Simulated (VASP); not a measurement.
# C (P6_3/mmc) in VASP: a series of runs

The runs below take C through single point, with PBEsol+D3(BJ).

Program: VASP 6.6.1. These are calculated values, not measurements. Logs are shortened: lines on timing, memory, paths and dates and some standing lists are left out, and cuts for length are marked.

## Step 1: The cell of the first run

Symmetry: P6_3/mmc, No. 194, hexagonal system. The conventional cell has a = 2.281 Å, b = 2.281 Å, c = 6.724 Å, α = 90.00°, β = 90.00°, γ = 120.00°. C (site symmetry -6m2) has 3 C at 1.32 Å within 1.8 Å. C (site symmetry -6m2) has 3 C at 1.32 Å within 1.8 Å.

## Step 2: Single point, PBEsol+D3(BJ) (volume 7.574 Å^3 an atom, c/a of the conventional cell 2.9481)

File INCAR:

```
SYSTEM = C
ALGO = Normal
EDIFF = 1E-6
ENCUT = 520
GGA = PS
ISIF = 2
ISMEAR = 0
IVDW = 12
LASPH = .True.
LCHARG = .False.
LREAL = .False.
LWAVE = .False.
NBANDS = 16
NELM = 80
PREC = Accurate
SIGMA = 0.15
```

File KPOINTS:

```
k-points
0
Gamma
  21 21 8
  0 0 0
```

File POSCAR:

```
C
1.0
    2.2808889955      0.0000000000      0.0000000000
   -1.1404444977      1.9753078133      0.0000000000
    0.0000000000      0.0000000000      6.7242888475
C
4
Direct
    0.0000000000      0.0000000000      0.0025000000
    0.0000000000      0.0000000000      0.5025000000
    0.3333333333      0.6666666667      0.0025000000
    0.6666666667      0.3333333333      0.5025000000
```

Potentials or basis: VASP PAW PBE potentials, release 64 (C).

The run is started by

```console
cat potpaw_PBE.64/C/POTCAR > POTCAR
mpirun -np 1 vasp_std > vasp.out
```

OUTCAR:

```text
SYSTEM = C
   EDIFF = 1E-6
   ENCUT = 520
   GGA = PS
   ISIF = 2
   ISMEAR = 0
   IVDW = 12
   LASPH = .True.
   LREAL = .False.
   NELM = 80
   PREC = Accurate
 IVDW          = 12

 ion  position               nearest neighbor table
   1  0.000  0.000  0.002-   3 1.32   3 1.32   3 1.32
   2  0.000  0.000  0.502-   4 1.32   4 1.32   4 1.32
   3  0.333  0.667  0.002-   1 1.32   1 1.32   1 1.32
   4  0.667  0.333  0.502-   2 1.32   2 1.32   2 1.32

  LATTYP: Found a hexagonal cell.
 ALAT       =     2.2808889955
 C/A-ratio  =     2.9480999999

  Lattice vectors:

 A1 = (   2.2808889955,   0.0000000000,   0.0000000000)
 A2 = (  -1.1404444977,   1.9753078133,   0.0000000000)
 A3 = (   0.0000000000,   0.0000000000,   6.7242888475)

Analysis of symmetry for initial positions (statically):
=====================================================================
 Subroutine PRICEL returns:
 Original cell was already a primitive cell.

 Routine SETGRP: Setting up the symmetry group for a
 hexagonal supercell.

 Subroutine GETGRP returns: Found 24 space group operations
 (whereof  6 operations were pure point group operations)
 out of a pool of 24 trial point group operations.

The static configuration has the point symmetry C_3v.
 The point group associated with its full space group is D_6h.

Analysis of symmetry for dynamics (positions and initial velocities):
=====================================================================
 Subroutine PRICEL returns:
 Original cell was already a primitive cell.

 Routine SETGRP: Setting up the symmetry group for a
 hexagonal supercell.

 Subroutine GETGRP returns: Found 24 space group operations
 (whereof  6 operations were pure point group operations)
 out of a pool of 24 trial point group operations.

The dynamic configuration has the point symmetry C_3v.
 The point group associated with its full space group is D_6h.

 Subroutine INISYM returns: Found 24 space group operations
 (whereof  6 operations are pure point group operations),
 and found     1 'primitive' translations

----------------------------------------------------------------------------------------

                                     Primitive cell

  volume of cell :      30.2960

  direct lattice vectors                    reciprocal lattice vectors
     2.280888995  0.000000000  0.000000000     0.438425545  0.253125106  0.000000000
    -1.140444498  1.975307813  0.000000000     0.000000000  0.506250212  0.000000000
     0.000000000  0.000000000  6.724288848     0.000000000  0.000000000  0.148714611

  length of vectors
     2.280888995  2.280888995  6.724288848     0.506250212  0.506250212  0.148714611

  position of ions in fractional coordinates (direct lattice)
     0.000000000  0.000000000  0.002500000
     0.000000000  0.000000000  0.502500000
     0.333333333  0.666666667  0.002500000
     0.666666667  0.333333333  0.502500000

  ion indices of the primitive-cell ions
   primitive index   ion index
                 1           1
                 2           2
                 3           3
                 4           4

----------------------------------------------------------------------------------------

 KPOINTS: k-points

Automatic generation of k-mesh.
 Grid dimensions read from file:
 generate k-points for:   21   21    8

 Generating k-lattice:

  Cartesian coordinates                     Fractional coordinates (reciprocal lattice)
     0.020877407  0.012053576  0.000000000     0.047619048  0.000000000  0.000000000
     0.000000000  0.024107153  0.000000000     0.000000000  0.047619048  0.000000000
     0.000000000  0.000000000  0.018589326     0.000000000  0.000000000  0.125000000

  Length of vectors
     0.024107153  0.024107153  0.018589326

  Shift w.r.t. Gamma in fractional coordinates (k-lattice)
     0.000000000  0.000000000  0.000000000

 Subroutine IBZKPT returns following result:
 ===========================================

 Found    240 irreducible k-points:

 Following reciprocal coordinates:
            Coordinates               Weight
  0.000000  0.000000  0.000000      1.000000
  0.047619  0.000000  0.000000      6.000000
  0.095238  0.000000  0.000000      6.000000
  0.142857  0.000000  0.000000      6.000000
  0.190476  0.000000  0.000000      6.000000
  0.238095  0.000000  0.000000      6.000000
[... 16 lines left out ...]
  0.142857  0.095238  0.000000     12.000000
  0.190476  0.095238  0.000000     12.000000
 [... further k-points ...]
   k-points           NKPTS =    240   k-points in BZ     NKDIM =    240   number of bands    NBANDS=     16
   number of dos      NEDOS =    301   number of ions     NIONS =      4
   total plane-waves  NPLWV =  16200
   dimension x,y,z NGX =    18 NGY =   18 NGZ =   50
   dimension x,y,z NGXF=    36 NGYF=   36 NGZF=  100
   ions per type =               4
   NGX,Y,Z   is equivalent  to a cutoff of  13.12, 13.12, 12.36 a.u.
   NGXF,Y,Z  is equivalent  to a cutoff of  26.24, 26.24, 24.72 a.u.
 SYSTEM =  C
   PREC   = accura    normal or accurate (medium, high low for compatibility)
   ISTART =      0    job   : 0-new  1-cont  2-samecut
   ICHARG =      2    charge: 1-file 2-atom 10-const
   ISPIN  =      1    spin polarized calculation?
   LNONCOLLINEAR =      F non collinear calculations
   LSORBIT =      F    spin-orbit coupling
   LASPH  =      T    aspherical Exc in radial PAW
   ENCUT  =  520.0 eV  38.22 Ry    6.18 a.u.   4.24  4.24 12.50*2*pi/ulx,y,z
   NELM   =     80;   NELMIN=  2; NELMDL= -5     # of ELM steps
   EDIFF  = 0.1E-05   stopping-criterion for ELM
   LREAL  =      F    real-space projection
   EDIFFG = 0.1E-04   stopping-criterion for IOM
   NSW    =      0    number of steps for IOM
   IBRION =     -1    ionic relax: 0-MD 1-quasi-New 2-CG
   NFREE  =      0    steps in history (QN), initial steepest desc. (CG)
   ISIF   =      2    stress and relaxation
   ISYM   =      2    0-nonsym 1-usesym 2-fastsym
   POTIM  = 0.5000    time-step for ionic-motion
   TEBEG  =    0.0;   TEEND  =   0.0 temperature during run
   PSTRESS=    0.0 pullay stress
   NELECT =      16.0000    total number of electrons
   NUPDOWN=      -1.0000    fix difference up-down
   EMIN   =  10.00;   EMAX   =-10.00  energy-range for DOS
   EFERMI =   0.00;   METHOD = LEGACY
   ISMEAR =     0;   SIGMA  =   0.15  broadening in eV -4-tet -1-fermi 0-gaus
   EFERMI_NEDOS =   21; number of points for ismear=-14 and -15
   IALGO  =     38    algorithm
   IMIX   =      4    mixing-type and parameters
     AMIX     =   0.40;   BMIX     =  1.00
     AMIX_MAG =   1.60;   BMIX_MAG =  1.00
  volume/ion in A,a.u.               =       7.57        51.11
  Fermi-wavevector in a.u.,A,eV,Ry     =   1.323284  2.500644 23.824897  1.751081
  Thomas-Fermi vector in A             =   2.452903
   LORBIT       =      0    0 simple, 1 ext, 2 COOP (PROOUT), +10 PAW based schemes
   GGA     = PS    functional components
   LHFCALC =     F    Hartree Fock is set to
   AEXX    =    0.0000 exact exchange contribution
   IVDW    =    12    specifies the selected vdW correction
   LEPSILON=     F    determine dielectric tensor
   LRPA    =     F    only Hartree local field effects (RPA)
 non-spin polarized calculation
 Gauss-broadening in eV      SIGMA  =   0.15
  energy-cutoff  :      520.00
  volume of cell :       30.30
 maximum number of plane-waves:       847
 NGX is ok and might be reduce to    18
   NGX =  9   NGY =  9   NGZ = 25

 number of electron      15.9999996 magnetization

 Free energy of the ion-electron system (eV)
  ---------------------------------------------------
  ext. energy  EPLUGINS =         0.00000000
  ---------------------------------------------------
  free energy    TOTEN  =       -36.78487451 eV

  energy without entropy =      -36.78399622  energy(sigma->0) =      -36.78443536

 E-fermi :   6.0409     XC(G=0): -10.9958

 val. band max:        6.0406851796   @ k =   0.3333   0.3333   0.2500
 cond. band min:       6.0410535697   @ k =   0.3333   0.3333   0.5000
 fundamental gap:      0.0003683901
 Fermi energy:         6.0408738316

 k-point     1 :       0.0000    0.0000    0.0000
  band No.  band energies     occupation
      1     -15.4869      2.00000
      2     -15.2146      2.00000
      3      -4.1539      2.00000
      4      -2.3351      2.00000
      5       3.2501      2.00000
      6       3.2501      2.00000
[... 8 lines left out ...]
     15      20.5593      0.00000
     16      20.7332      0.00000

 k-point     2 :       0.0476    0.0000    0.0000
  band No.  band energies     occupation
      1     -15.4251      2.00000
      2     -15.1539      2.00000
      3      -4.0750      2.00000
      4      -2.2598      2.00000
      5       3.0041      2.00000
      6       3.0199      2.00000
[... 8 lines left out ...]
     15      20.2892      0.00000
     16      20.4776      0.00000

 k-point     3 :       0.0952    0.0000    0.0000
  band No.  band energies     occupation
      1     -15.2403      2.00000
      2     -14.9722      2.00000
      3      -3.8390      2.00000
      4      -2.0345      2.00000
      5       2.3117      2.00000
      6       2.3374      2.00000
[... 8 lines left out ...]
     15      19.5159      0.00000
     16      19.7512      0.00000

 k-point     4 :       0.1429    0.0000    0.0000
  band No.  band energies     occupation
      1     -14.9329      2.00000
      2     -14.6703      2.00000
      3      -3.4472      2.00000
      4      -1.6612      2.00000
      5       1.2791      2.00000
      6       1.3179      2.00000
[... 8 lines left out ...]
     15      18.4634      0.00000
     16      18.6609      0.00000
[... 324 lines left out ...]
 k-point    22 :       0.0952    0.0952    0.0000
  band No.  band energies     occupation
      1     -14.7488      2.00000
      2     -14.4895      2.00000
      3      -3.2131      2.00000
      4      -1.4385      2.00000
      5       0.9337      2.00000
      6       0.9578      2.00000
[... 8 lines left out ...]
     15      18.7105      0.00000
     16      18.7570      0.00000

 k-point    23 :       0.1429    0.0952    0.0000
  band No.  band energies     occupation
      1     -14.3208      2.00000
      2     -14.0687      2.00000
      3      -2.6698      2.00000
      4      -0.9233      2.00000
      5      -0.1211      2.00000
      6      -0.0804      2.00000
[... 8 lines left out ...]
     15      19.8288      0.00000
     16      19.9019      0.00000

 k-point    24 :       0.1905    0.0952    0.0000
  band No.  band energies     occupation
      1     -13.7731      2.00000
      2     -13.5300      2.00000
      3      -1.9782      2.00000
      4      -1.3795      2.00000
      5      -1.3165      2.00000
      6      -0.2712      2.00000
[... 8 lines left out ...]
     15      21.1212      0.00000
     16      21.2967      0.00000

 [... further k-points ...]

------------------------ aborting loop because EDIFF is reached ----------------------------------------

 Edisp (eV)   -0.39968

 E8    (eV) :    -0.1944

  FORCE on cell =-STRESS in cart. coord.  units (eV):
  Direction    XX          YY          ZZ          XY          YZ          ZX
  --------------------------------------------------------------------------------------
  -------------------------------------------------------------------------------------
  Total      24.74915    24.74915    -0.23798     0.00000    -0.00000    -0.00000
  in kB    1308.83701  1308.83701   -12.58539     0.00000    -0.00000    -0.00000
  external pressure =      868.36 kB  Pullay stress =        0.00 kB

 VOLUME and BASIS-vectors are now :
 -----------------------------------------------------------------------------
  energy-cutoff  :      520.00
  volume of cell :       30.30
      direct lattice vectors                 reciprocal lattice vectors
     2.280888995  0.000000000  0.000000000     0.438425545  0.253125106  0.000000000
    -1.140444498  1.975307813  0.000000000     0.000000000  0.506250212  0.000000000
     0.000000000  0.000000000  6.724288848     0.000000000  0.000000000  0.148714611

 POSITION                                       TOTAL-FORCE (eV/Angst)
 -----------------------------------------------------------------------------------
      0.00000      0.00000      0.01681        -0.000000      0.000000      0.000000
      0.00000      0.00000      3.37896         0.000000     -0.000000      0.000000
     -0.00000      1.31687      0.01681        -0.000000     -0.000000     -0.000000
      1.14044      0.65844      3.37896         0.000000      0.000000     -0.000000
 -----------------------------------------------------------------------------------
    total drift:                                0.000000      0.000000     -0.000031

  FREE ENERGIE OF THE ION-ELECTRON SYSTEM (eV)
  ---------------------------------------------------
  free  energy   TOTEN  =       -37.1845521035 eV

  energy  without entropy=      -37.1836738149  energy(sigma->0) =      -37.18411296
```

Run time: 41 s. Hardware: 1 thread of Intel Xeon 6975P-C (Granite Rapids), shared host; peak memory 0.21 GiB.

Results:

- Free energy: -37.1846 eV
- Pressure: 86.8 GPa
- Band gap on the k mesh: zero (band 8 reaches 6.05 eV, above the bottom of band 9 at 6.03 eV)
- Dispersion energy per atom: -0.100 eV

Caveat: the PAW data sets were made with another functional, which shifts forces and pressure a little; pairwise dispersion overbinds metals, which lowers pressure and volume.

## Step 3: Single point, PBEsol+D3(BJ) (volume 7.574 Å^3 an atom, c/a of the conventional cell 2.4308)

File INCAR:

```
SYSTEM = C
ALGO     = Normal         ! electronic algorithm
EDIFF    = 1E-6           ! SCF threshold, eV
ENCUT    = 520            ! plane-wave cutoff, eV
GGA      = PS             ! functional
ISIF     = 2              ! what is computed and relaxed
ISMEAR   = 0              ! smearing method
IVDW     = 12             ! dispersion correction
LASPH    = .True.         ! aspherical terms in the spheres
LCHARG   = .True.         ! write CHGCAR
LELF     = .True.         ! ELF
LREAL    = .False.        ! projectors in reciprocal space
LVHAR    = .True.       
LWAVE    = .False.        ! write WAVECAR
NBANDS   = 16             ! bands
NELM     = 80             ! most SCF steps
PREC     = Accurate       ! precision mode
SIGMA    = 0.15           ! smearing width, eV
```

KPOINTS is that of step 2.

File POSCAR:

```
C
1.0
    2.4324008374      0.0000000000      0.0000000000
   -1.2162004187      2.1065209173      0.0000000000
    0.0000000000      0.0000000000      5.9126799554
C
4
Direct
    0.0000000000      0.0000000000      0.0025000000
    0.0000000000      0.0000000000      0.5025000000
    0.3333333333      0.6666666667      0.0025000000
    0.6666666667      0.3333333333      0.5025000000
```

Potentials or basis: VASP PAW PBE potentials, release 64 (C).

The run is started by

```console
cat potpaw_PBE.64/C/POTCAR > POTCAR
mpirun -np 1 vasp_std > vasp.out
```

It took 38 s on 1 thread of Intel Xeon 6975P-C (Granite Rapids), shared host; peak memory 0.21 GiB.

Results (log left out):

* Free energy: -38.9106 eV
* Pressure: 14.2 GPa
* Band gap on the k mesh: zero (band 8 reaches 6.03 eV, above the bottom of band 9 at 5.92 eV)
* Dispersion energy per atom: -0.123 eV

Stress tensor (GPa, compression positive):
```
17.64  0.00  0.00
 0.00 17.64  0.00
 0.00  0.00  7.32
```

Levels at points of the mesh, in eV from the Fermi level:
```
           k point  band 6  band 7  band 8  band 9  band 10  band 11
(0.00, 0.00, 0.00)   -2.90   -2.84   -2.84    5.35     8.60     8.60
(0.00, 0.00, 0.50)   -2.87   -2.87   -2.87    8.67     8.67     8.67
```

Caveat: the PAW data sets were made with another functional, which shifts forces and pressure a little; pairwise dispersion overbinds metals, which lowers pressure and volume.

## Step 4: Single point, PBEsol+D3(BJ) (volume 7.574 Å^3 an atom, c/a of the conventional cell 2.8093)

File INCAR:

```
PREC = Accurate ; ENCUT = 520
EDIFF = 1E-7 ; ISMEAR = 0
SIGMA = 0.15 ; LREAL = F
LASPH = T ; NELM = 60
ALGO = Normal ; ISIF = 2
LWAVE = F ; LCHARG = F
GGA = PS ; IVDW = 12
NBANDS = 16
```

File KPOINTS:

```
regular mesh
0
Gamma
  21 21 8
```

File POSCAR:

```
C
1.0
    2.3178509961      0.0000000000      0.0000000000
   -1.1589254981      2.0073178448      0.0000000000
    0.0000000000      0.0000000000      6.5115388033
C
4
Direct
    0.0000000000      0.0000000000      0.0025000000
    0.0000000000      0.0000000000      0.5025000000
    0.3333333333      0.6666666667      0.0025000000
    0.6666666667      0.3333333333      0.5025000000
```

The run is started by

```console
cat potpaw_PBE.64/C/POTCAR > POTCAR
mpirun -np 1 vasp_std > vasp.out
```

It took 38 s on 1 thread of Intel Xeon 6975P-C (Granite Rapids), shared host; peak memory 0.21 GiB.

It converged, with:

```
Free energy                : -37.8930 eV
Pressure                   : 67.5 GPa
Band gap on the k mesh     : zero (band 8 reaches 6.04 eV, above the bottom of band 9 at 6.00 eV)
Dispersion energy per atom : -0.104 eV
```

Stress tensor (GPa, compression positive):
```
101.25   0.00   0.00
  0.00 101.25   0.00
  0.00   0.00   0.00
```

Levels at points of the mesh, in eV from the Fermi level:
```tsv
k point	band 5	band 6	band 7	band 8	band 9	band 10	band 11	band 12
(0.00, 0.00, 0.00)	-2.83	-2.83	-2.81	-2.81	3.55	9.61	9.61	9.67
(0.00, 0.00, 0.50)	-2.82	-2.82	-2.82	-2.82	6.43	6.43	9.64	9.64
```

Caveat: the PAW data sets were made with another functional, which shifts forces and pressure a little; pairwise dispersion overbinds metals, which lowers pressure and volume.

## Step 5: Overview

```csv
cell,gap on the mesh (eV),pressure (GPa)
"a = 2.281, b = 2.281, c = 6.724 Å, angles 90.0, 90.0, 120.0°, 4 atoms",none,86.8
"a = 2.432, b = 2.432, c = 5.913 Å, angles 90.0, 90.0, 120.0°, 4 atoms",none,14.2
"a = 2.318, b = 2.318, c = 6.512 Å, angles 90.0, 90.0, 120.0°, 4 atoms",none,67.5
```

Alike in all rows: task single point; level PBEsol+D3(BJ); potentials or basis VASP PAW PBE potentials, release 64 (C); no spin polarisation; k mesh 21 × 21 × 8; cutoff (eV) 520; smearing gaussian 0.15 eV.

Caveats: the PAW data sets were made with another functional, which shifts forces and pressure a little; pairwise dispersion overbinds metals, which lowers pressure and volume.

Absolute energies hang on the potentials; compare differences alone.
